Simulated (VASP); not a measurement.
Input of a VASP 6.6.1 run:

INCAR

```
ALGO = Normal ; EDIFF = 1E-7
EDIFFG = -0.01 ; ENCUT = 600
GGA = PE ; IBRION = 2
ISIF = 3 ; ISMEAR = -1
IVDW = 12 ; LASPH = T
LCHARG = F ; LREAL = F
LWAVE = F ; NELM = 60
NSW = 60 ; PREC = Accurate
SIGMA = 0.05
```

File KPOINTS:

```
k-points
0
Gamma
  9 9 5
```

Contents of POSCAR:

```
In
1.0
    3.3354847820      0.0000000000      0.0000000000
   -1.6677423910      2.8886145552      0.0000000000
    0.0000000000      0.0000000000      5.5091429200
In
2
Direct
    0.6666666667      0.3333333333      0.7500000000
    0.3333333333      0.6666666667      0.2500000000
```

Potentials or basis: VASP PAW PBE potentials, release 64 (In_d).

The run is started by

```sh
$ cat potpaw_PBE.64/In_d/POTCAR > POTCAR
$ mpirun -np 1 vasp_std > vasp.out
```

(1) Predict the relaxed cell.

(2) What does it give for the dispersion energy per atom?

(3) Predict the relaxed volume.

## Answers

(1) a = 3.329 Å, b = 3.329 Å, c = 5.436 Å, α = 90.00°, β = 90.00°, γ = 120.00°.

(2) -0.339 eV.

(3) 26.08 Å³/atom.
